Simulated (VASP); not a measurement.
A run of VASP 6.6.1:

Contents of INCAR:

```
ALGO = Normal
EDIFF = 1E-7
ENCUT = 520
GGA = PE
ISIF = 2
ISMEAR = 0
LASPH = True
LCHARG = True
LELF = True
LREAL = False
LVHAR = True
LWAVE = False
NBANDS = 34
NELM = 100
PREC = Accurate
SIGMA = 0.1
```

KPOINTS

```
k-points
0
Gamma
  12 12 12
```

Contents of POSCAR:

```
Hf2TaO3
1.0
    2.6431884739      1.5260455769      3.8414879319
   -2.6431884739      1.5260455769      3.8414879319
    0.0000000000     -3.0520911538      3.8414879319
Hf Ta O
2 1 3
Direct
    0.7161390393      0.7161390393      0.7161390393
    0.2838609607      0.2838609607      0.2838609607
    0.0000000000      0.0000000000      0.0000000000
    0.0000000000      0.5000000000      0.0000000000
    0.5000000000      0.0000000000      0.0000000000
    0.0000000000      0.0000000000      0.5000000000
```

Potentials or basis: VASP PAW PBE potentials, release 64 (Hf_pv, Ta_pv, O).

Launch:

```sh
$ cat potpaw_PBE.64/Hf_pv/POTCAR potpaw_PBE.64/Ta_pv/POTCAR potpaw_PBE.64/O/POTCAR > POTCAR
$ mpirun -np 1 vasp_std > vasp.out
```

Hardware: 1 thread of AMD EPYC 9R45 (Zen 5) (shared host).

Problem. Estimate the wall time of this run.

Solution. Run time: 6.2 min on 1 thread of AMD EPYC 9R45 (Zen 5), with other jobs on the host, peak memory 0.58 GiB. Counts: scf iterations 16, k points 189.
